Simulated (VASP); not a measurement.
# Ga (Cmce) in VASP: single point with PBE

Aim: the single point of Ga with PBE.

Program: VASP 6.6.1. These are calculated values, not measurements. Logs are shortened: lines on timing, memory, paths and dates and some standing lists are left out, and cuts for length are marked.

**1. The cell of the first run**

It takes space group Cmce (No. 64, orthorhombic). The conventional cell has a = 4.573 Å, b = 7.741 Å, c = 4.589 Å, α = 90.00°, β = 90.00°, γ = 90.00°. Ga (site symmetry m) has 7 Ga at 2.54 to 2.81 Å within 3.3 Å.

**2. Single point, PBE**

Input file INCAR:

```
SYSTEM = Ga
ALGO = Fast ; EDIFF = 1E-6
ENCUT = 520 ; GGA = PE
ISIF = 2 ; ISMEAR = 0
LASPH = .TRUE. ; LCHARG = .FALSE.
LREAL = .FALSE. ; LWAVE = .FALSE.
NBANDS = 34 ; NELM = 80
PREC = Accurate ; SIGMA = 0.1
```

Input file KPOINTS:

```
k-points
0
G
  12 12 10
  0 0 0
```

Input file POSCAR:

```
Ga
1.0
    2.2865121166     -3.8703601002      0.0000000000
    2.2865121166      3.8703601002      0.0000000000
    0.0000000000      0.0000000000      4.5892519258
Ga
4
Direct
    0.6562923083      0.3437076917      0.4174800563
    0.8437076917      0.1562923083      0.9174800563
    0.3437076917      0.6562923083      0.5825199437
    0.1562923083      0.8437076917      0.0825199437
```

Potentials or basis: VASP PAW PBE potentials, release 64 (Ga_d).

Launch:

```bash
> cat potpaw_PBE.64/Ga_d/POTCAR > POTCAR
> mpirun -np 1 vasp_std > vasp.out
```

OUTCAR:

```text
SYSTEM = Ga
   EDIFF = 1E-6
   ENCUT = 520
   GGA = PE
   ISIF = 2
   ISMEAR = 0
   LASPH = .TRUE.
   LREAL = .FALSE.
   NELM = 80
   PREC = Accurate

 ion  position               nearest neighbor table
   1  0.656  0.344  0.417-   3 2.54   2 2.71   2 2.71   4 2.76   4 2.76   3 2.81   3 2.81
   2  0.844  0.156  0.917-   4 2.54   1 2.71   1 2.71   3 2.76   3 2.76   4 2.81   4 2.81
   3  0.344  0.656  0.583-   1 2.54   4 2.71   4 2.71   2 2.76   2 2.76   1 2.81   1 2.81
   4  0.156  0.844  0.083-   2 2.54   3 2.71   3 2.71   1 2.76   1 2.76   2 2.81   2 2.81

  LATTYP: Found a base centered orthorhombic cell.
 ALAT       =     4.5730242332
 B/A-ratio  =     1.6926917081
 C/A-ratio  =     1.0035485691

  Lattice vectors:

 A1 = (   2.2865121166,  -3.8703601002,   0.0000000000)
 A2 = (   2.2865121166,   3.8703601002,   0.0000000000)
 A3 = (   0.0000000000,   0.0000000000,   4.5892519258)

Analysis of symmetry for initial positions (statically):
=====================================================================
 Subroutine PRICEL returns:
 Original cell was already a primitive cell.

 Routine SETGRP: Setting up the symmetry group for a
 base centered orthorhombic supercell.

 Subroutine GETGRP returns: Found  8 space group operations
 (whereof  4 operations were pure point group operations)
 out of a pool of  8 trial point group operations.

The static configuration has the point symmetry C_2h.
 The point group associated with its full space group is D_2h.

Analysis of symmetry for dynamics (positions and initial velocities):
=====================================================================
 Subroutine PRICEL returns:
 Original cell was already a primitive cell.

 Routine SETGRP: Setting up the symmetry group for a
 base centered orthorhombic supercell.

 Subroutine GETGRP returns: Found  8 space group operations
 (whereof  4 operations were pure point group operations)
 out of a pool of  8 trial point group operations.

The dynamic configuration has the point symmetry C_2h.
 The point group associated with its full space group is D_2h.

 Subroutine INISYM returns: Found  8 space group operations
 (whereof  4 operations are pure point group operations),
 and found     1 'primitive' translations

----------------------------------------------------------------------------------------

                                     Primitive cell

  volume of cell :      81.2263

  direct lattice vectors                    reciprocal lattice vectors
     2.286512117 -3.870360100  0.000000000     0.218673672 -0.129186946  0.000000000
     2.286512117  3.870360100  0.000000000     0.218673672  0.129186946  0.000000000
     0.000000000  0.000000000  4.589251926     0.000000000  0.000000000  0.217900437

  length of vectors
     4.495311442  4.495311442  4.589251926     0.253983152  0.253983152  0.217900437

  position of ions in fractional coordinates (direct lattice)
     0.656292308  0.343707692  0.417480056
     0.843707692  0.156292308  0.917480056
     0.343707692  0.656292308  0.582519944
     0.156292308  0.843707692  0.082519944

  ion indices of the primitive-cell ions
   primitive index   ion index
                 1           1
                 2           2
                 3           3
                 4           4

----------------------------------------------------------------------------------------

 KPOINTS: k-points

Automatic generation of k-mesh.
 Grid dimensions read from file:
 generate k-points for:   12   12   10

 Generating k-lattice:

  Cartesian coordinates                     Fractional coordinates (reciprocal lattice)
     0.018222806 -0.010765579  0.000000000     0.083333333 -0.000000000  0.000000000
     0.018222806  0.010765579  0.000000000    -0.000000000  0.083333333  0.000000000
     0.000000000  0.000000000  0.021790044     0.000000000  0.000000000  0.100000000

  Length of vectors
     0.021165263  0.021165263  0.021790044

  Shift w.r.t. Gamma in fractional coordinates (k-lattice)
     0.000000000  0.000000000  0.000000000

 Subroutine IBZKPT returns following result:
 ===========================================

 Found    258 irreducible k-points:

 Following reciprocal coordinates:
            Coordinates               Weight
  0.000000  0.000000  0.000000      1.000000
  0.083333  0.000000  0.000000      4.000000
  0.166667 -0.000000  0.000000      4.000000
  0.250000 -0.000000  0.000000      4.000000
  0.333333  0.000000  0.000000      4.000000
  0.416667 -0.000000  0.000000      4.000000
[... 16 lines left out ...]
  0.500000  0.166667  0.000000      4.000000
 -0.416667  0.166667  0.000000      4.000000
 [... further k-points ...]
   k-points           NKPTS =    258   k-points in BZ     NKDIM =    258   number of bands    NBANDS=     34
   number of dos      NEDOS =    301   number of ions     NIONS =      4
   total plane-waves  NPLWV =  46656
   dimension x,y,z NGX =    36 NGY =   36 NGZ =   36
   dimension x,y,z NGXF=    72 NGYF=   72 NGZF=   72
   ions per type =               4
   NGX,Y,Z   is equivalent  to a cutoff of  13.31, 13.31, 13.04 a.u.
   NGXF,Y,Z  is equivalent  to a cutoff of  26.63, 26.63, 26.08 a.u.
 SYSTEM =  Ga
   PREC   = accura    normal or accurate (medium, high low for compatibility)
   ISTART =      0    job   : 0-new  1-cont  2-samecut
   ICHARG =      2    charge: 1-file 2-atom 10-const
   ISPIN  =      1    spin polarized calculation?
   LNONCOLLINEAR =      F non collinear calculations
   LSORBIT =      F    spin-orbit coupling
   LASPH  =      T    aspherical Exc in radial PAW
   ENCUT  =  520.0 eV  38.22 Ry    6.18 a.u.   8.36  8.36  8.53*2*pi/ulx,y,z
   NELM   =     80;   NELMIN=  2; NELMDL= -5     # of ELM steps
   EDIFF  = 0.1E-05   stopping-criterion for ELM
   LREAL  =      F    real-space projection
   EDIFFG = 0.1E-04   stopping-criterion for IOM
   NSW    =      0    number of steps for IOM
   IBRION =     -1    ionic relax: 0-MD 1-quasi-New 2-CG
   NFREE  =      0    steps in history (QN), initial steepest desc. (CG)
   ISIF   =      2    stress and relaxation
   ISYM   =      2    0-nonsym 1-usesym 2-fastsym
   POTIM  = 0.5000    time-step for ionic-motion
   TEBEG  =    0.0;   TEEND  =   0.0 temperature during run
   PSTRESS=    0.0 pullay stress
   NELECT =      52.0000    total number of electrons
   NUPDOWN=      -1.0000    fix difference up-down
   EMIN   =  10.00;   EMAX   =-10.00  energy-range for DOS
   EFERMI =   0.00;   METHOD = LEGACY
   ISMEAR =     0;   SIGMA  =   0.10  broadening in eV -4-tet -1-fermi 0-gaus
   EFERMI_NEDOS =   21; number of points for ismear=-14 and -15
   IALGO  =     68    algorithm
   IMIX   =      4    mixing-type and parameters
     AMIX     =   0.40;   BMIX     =  1.00
     AMIX_MAG =   1.60;   BMIX_MAG =  1.00
  volume/ion in A,a.u.               =      20.31       137.04
  Fermi-wavevector in a.u.,A,eV,Ry     =   1.410946  2.666301 27.086047  1.990768
  Thomas-Fermi vector in A             =   2.532848
   LORBIT       =      0    0 simple, 1 ext, 2 COOP (PROOUT), +10 PAW based schemes
   GGA     = PE    functional components
   LHFCALC =     F    Hartree Fock is set to
   AEXX    =    0.0000 exact exchange contribution
   IVDW    =     0    specifies the selected vdW correction
   LEPSILON=     F    determine dielectric tensor
   LRPA    =     F    only Hartree local field effects (RPA)
 non-spin polarized calculation
 RMM-DIIS sequential band-by-band and
 Gauss-broadening in eV      SIGMA  =   0.10
  energy-cutoff  :      520.00
  volume of cell :       81.23
 maximum number of plane-waves:      2217
 NGX is ok and might be reduce to    36
   NGX = 17   NGY = 17   NGZ = 17

 number of electron      52.0000012 magnetization

 Free energy of the ion-electron system (eV)
  ---------------------------------------------------
  ext. energy  EPLUGINS =         0.00000000
  ---------------------------------------------------
  free energy    TOTEN  =       -11.63488154 eV

  energy without entropy =      -11.63040843  energy(sigma->0) =      -11.63264499

 E-fermi :   4.6881     XC(G=0): -10.4706

 val. band max:        4.6865735802   @ k =  -0.3333   0.3333   0.2000
 cond. band min:       4.6882670204   @ k =  -0.2500   0.2500   0.3000
 fundamental gap:      0.0016934402
 Fermi energy:         4.6880681850

 k-point     1 :       0.0000    0.0000    0.0000
  band No.  band energies     occupation
      1     -10.3776      2.00000
      2     -10.3695      2.00000
      3     -10.3403      2.00000
      4     -10.3260      2.00000
      5     -10.3088      2.00000
      6     -10.2866      2.00000
[... 26 lines left out ...]
     33      11.3631      0.00000
     34      12.1080      0.00000

 k-point     2 :       0.0833    0.0000    0.0000
  band No.  band energies     occupation
      1     -10.3787      2.00000
      2     -10.3668      2.00000
      3     -10.3421      2.00000
      4     -10.3288      2.00000
      5     -10.3042      2.00000
      6     -10.2848      2.00000
[... 26 lines left out ...]
     33      11.6587      0.00000
     34      12.0397      0.00000

 k-point     3 :       0.1667   -0.0000    0.0000
  band No.  band energies     occupation
      1     -10.3800      2.00000
      2     -10.3591      2.00000
      3     -10.3478      2.00000
      4     -10.3353      2.00000
      5     -10.2962      2.00000
      6     -10.2759      2.00000
[... 26 lines left out ...]
     33      11.0975      0.00000
     34      11.9231      0.00000
[... 704 lines left out ...]
 k-point    23 :       0.5000    0.1667    0.0000
  band No.  band energies     occupation
      1     -10.3978      2.00000
      2     -10.3824      2.00000
      3     -10.3388      2.00000
      4     -10.3170      2.00000
      5     -10.3070      2.00000
      6     -10.2676      2.00000
[... 26 lines left out ...]
     33      11.7971      0.00000
     34      13.3260      0.00000

 k-point    24 :      -0.4167    0.1667    0.0000
  band No.  band energies     occupation
      1     -10.3906      2.00000
      2     -10.3871      2.00000
      3     -10.3307      2.00000
      4     -10.3240      2.00000
      5     -10.3120      2.00000
      6     -10.2681      2.00000
[... 26 lines left out ...]
     33      11.8214      0.00000
     34      12.7365      0.00000

 [... further k-points ...]
[... 5 lines left out ...]
  --------------------------------------------------------------------------------------
  -------------------------------------------------------------------------------------
  Total        0.0626395      0.0615542      0.0590185      0.0000000      0.0000000      0.0000000
  in kB        1.2355553      1.2141469      1.1641322      0.0000000      0.0000000      0.0000000
  external PRESSURE =       1.2046115 kB  Pullay stress =       0.0000000 kB

 VOLUME and BASIS-vectors are now :
 -----------------------------------------------------------------------------
  energy-cutoff  :      520.00
  volume of cell :       81.23
      direct lattice vectors                 reciprocal lattice vectors
     2.286512117 -3.870360100  0.000000000     0.218673672 -0.129186946  0.000000000
     2.286512117  3.870360100  0.000000000     0.218673672  0.129186946  0.000000000
     0.000000000  0.000000000  4.589251926     0.000000000  0.000000000  0.217900437

 POSITION                                       TOTAL-FORCE (eV/Angst)
 -----------------------------------------------------------------------------------
      2.28651     -1.20982      1.91592         0.000000      0.001251      0.002673
      2.28651     -2.66055      4.21055         0.000000     -0.001251      0.002673
      2.28651      1.20982      2.67333         0.000000     -0.001251     -0.002673
      2.28651      2.66055      0.37870         0.000000      0.001251     -0.002673
 -----------------------------------------------------------------------------------
    total drift:                               -0.000000      0.000000     -0.000000

  FREE ENERGIE OF THE ION-ELECTRON SYSTEM (eV)
  ---------------------------------------------------
  free  energy   TOTEN  =       -11.6348815446 eV

  energy  without entropy=      -11.6304084331  energy(sigma->0) =      -11.63264499
```

It took 5.6 min on 1 thread of Intel Xeon 6975P-C (Granite Rapids), shared host; peak memory 0.58 GiB.

Results:

* Free energy: -11.6349 eV
* Pressure: 0.1 GPa
* Band gap on the k mesh: zero (band 26 reaches 5.14 eV, above the bottom of band 27 at 3.79 eV)

Forces in eV/Å, atoms in the order of the input:
```
Ga   0.000  0.001  0.003
Ga   0.000 -0.001  0.003
Ga   0.000 -0.001 -0.003
Ga   0.000  0.001 -0.003
```
